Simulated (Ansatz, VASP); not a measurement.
## KNb2W2: VASP beside Ansatz

```
CELL_PARAMETERS angstrom
2.71596 0.00000 0.00000
0.00000 2.71596 0.00000
0.00000 0.00000 13.65890
ATOMIC_POSITIONS crystal
K 0.50000 0.50000 0.34652
Nb 0.50000 0.50000 0.94069
Nb 0.00000 0.00000 0.76380
W 0.00000 0.00000 0.56698
W 0.00000 0.00000 0.11257
```

Alike in both runs: functional PBE; k mesh 14 × 14 × 4; occupations gaussian, width 0.1 eV; no spin polarisation.

Ansatz relaxed the structure, and its values are those at the end. VASP's run is a single point on that final structure, the one shown.

|  | VASP | Ansatz |
| --- | --- | --- |
| version | VASP 6.6.1 | Ansatz 0.2.0 |
| potentials or method | VASP PAW PBE potentials, release 64 (K_sv, Nb_sv, W_sv), cutoff 520 eV | scalar-relativistic, plane waves, PAW |
| valence electrons in the cell | 63 | 63 |

```tsv
	VASP	Ansatz	Ansatz less VASP
gap on the k mesh at the Fermi level (eV)	none	none	-
pressure (GPa)	0.1	0.0	-0.06
rms of the force components (eV/Å)	0.008	0.001	-0.0071
```

A gap of «none» marks a metal or a gap that the smearing closes.

Spin-orbit coupling is off throughout.
